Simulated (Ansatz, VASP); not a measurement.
# Two plane-wave programs on IrRu

```xyz
2
Lattice="2.7249 0.0000 0.0000 -1.3625 2.3598 0.0000 0.0000 0.0000 4.3307" Properties=species:S:1:pos:R:3 pbc="T T T"
Ru    1.3625    0.7866    0.0000
Ir    0.0000    0.0000    2.1653
```

Alike in both runs: task single point; functional LDA; k mesh 9 × 9 × 4; occupations gaussian, width 0.1 eV; no spin polarisation.

|  | VASP | Ansatz |
| --- | --- | --- |
| version | VASP 6.6.1 | Ansatz 0.2.0 |
| potentials or method | VASP PAW LDA potentials, release 64 (Ru_sv, Ir_sv_GW), cutoff 560 eV | scalar-relativistic, plane waves, PAW |
| valence electrons in the cell | 33 | 33 |

|  | VASP | Ansatz | Ansatz less VASP |
| --- | --- | --- | --- |
| gap on the k mesh at the Fermi level (eV) | none | none | - |
| pressure (GPa) | -11.3 | -11.3 | -0.02 |
| traceless stress, the component that is largest in VASP (GPa) | 0.17 | 0.17 | -0.007 |

LDA's correlation is that of Perdew and Zunger in VASP and of Perdew and Wang (1992) in Ansatz. A gap of «none» marks a metal or a gap that the smearing closes.

The k mesh is coarse, so the values compare programs but aren't converged. Neither program's run includes spin-orbit coupling.
